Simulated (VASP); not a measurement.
Input of a VASP 6.6.1 run:

INCAR

```
SYSTEM = HfB
PREC = Accurate ; ENCUT = 520
EDIFF = 1E-6 ; ISMEAR = 0
SIGMA = 0.2 ; LREAL = .FALSE.
LASPH = .TRUE. ; NELM = 100
ALGO = Normal ; ISIF = 2
LWAVE = .FALSE. ; LCHARG = .FALSE.
GGA = PE ; NBANDS = 21
```

Contents of KPOINTS:

```
regular mesh
0
G
  8 8 4
  0 0 0
```

The input POSCAR:

```
HfB
1.0
    2.8202529444      0.3369737908      1.8989088510
   -2.8566302448      1.6547600624      0.8820733221
    2.2082642207     -5.2438291827      3.7843343590
Hf B
2 2
Direct
    0.4999998272      0.5000003014      0.2500001062
    0.5000001922      0.4999996318      0.7499999131
    0.0000000505      0.0000000029      0.5000000127
   -0.0000000699      0.0000000637     -0.0000000320
```

Potentials or basis: VASP PAW PBE potentials, release 64 (Hf_pv, B).

The run is started by

```sh
$ cat potpaw_PBE.64/Hf_pv/POTCAR potpaw_PBE.64/B/POTCAR > POTCAR
$ mpirun -np 1 vasp_std > vasp.out
```

Task: Predict the pressure.

Result: 0.1 GPa.

Task: Estimate the band gap on the k mesh.

Result: Zero (bands 13 and 14 overlap by 2.78 eV).

Stress tensor (GPa, compression positive):
```
 0.19 -0.05  0.05
-0.05  0.13 -0.03
 0.05 -0.03  0.12
```

Caveat: spin-orbit coupling is left out, which moves the levels of the heavy elements.
